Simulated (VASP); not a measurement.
A run of VASP 6.6.1 is set up as follows.

The input INCAR:

```
SYSTEM = In2WSe3
PREC = Accurate ; ENCUT = 520
EDIFF = 1E-6 ; ISMEAR = 0
SIGMA = 0.1 ; LREAL = .FALSE.
LASPH = .TRUE. ; NELM = 100
ALGO = Normal ; ISIF = 2
LWAVE = .FALSE. ; LCHARG = .TRUE.
GGA = PE ; LELF = .TRUE.
LVHAR = .TRUE. ; NBANDS = 38
```

KPOINTS

```
Automatic mesh
0
G
  4 4 2
  0 0 0
```

Contents of POSCAR:

```
In2WSe3
1.0
    4.1421655300      0.0000000000      0.0000000000
    0.0000000000      4.1421655300      0.0000000000
    0.0000000000      0.0000000000     10.0016603700
In W Se
2 1 3
Direct
    0.5000000000      0.0000000000      0.0000000000
    0.0000000000      0.5000000000      0.0000000000
    0.5000000000      0.5000000000      0.0000000000
    0.0000000000      0.0000000000      0.6927875700
    0.0000000000      0.0000000000      0.3072124300
    0.0000000000      0.0000000000      0.0000000000
```

Potentials or basis: VASP PAW PBE potentials, release 64 (In_d, W_sv, Se).

The run is started by

```sh
$ cat potpaw_PBE.64/In_d/POTCAR potpaw_PBE.64/W_sv/POTCAR potpaw_PBE.64/Se/POTCAR > POTCAR
$ mpirun -np 1 vasp_std > vasp.out
```

(1) Estimate the pressure.

(2) Predict the band gap on the k mesh.

(3) What does it give for the largest force?

Results:

(1) 78.2 GPa.

(2) zero (band 29 reaches 3.58 eV, above the bottom of band 30 at 2.39 eV).

(3) 0.404 eV/Å.

Caveat: the k points lie up to 0.38 Å⁻¹ apart; spin-orbit coupling is left out, which moves the levels of the heavy elements; this functional lacks dispersion, which binds the layers, so the pressure and a relaxed spacing across them are unreliable.
